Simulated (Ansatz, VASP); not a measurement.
**K: VASP beside Ansatz**

```xyz
1
Lattice="-2.7505 2.7505 2.7505 2.7505 -2.7505 2.7505 2.7505 2.7505 -2.7505" Properties=species:S:1:pos:R:3 pbc="T T T"
K     0.0000    0.0000    0.0000
```

Alike in both runs: task single point; functional r2SCAN; k mesh 7 × 7 × 7; occupations fermi-dirac, width 0.05 eV; no spin polarisation.

```csv
,VASP,Ansatz
version,VASP 6.6.1,Ansatz 0.2.0
potentials or method,"VASP PAW PBE potentials, release 64 (K_sv)",Ansatz PAW
plane-wave cutoff (eV),520,500
valence electrons in the cell,9,9
```

|  | VASP | Ansatz | Ansatz less VASP |
| --- | --- | --- | --- |
| gap on the k mesh at the Fermi level (eV) | none | none | - |
| pressure (GPa) | -0.3 | -0.3 | +0.02 |

VASP's potentials were made for PBE, not for r2SCAN. A gap of «none» marks a metal or a gap that the smearing closes. With one functional, cell and mesh, what is left measures potentials, basis and numerics.
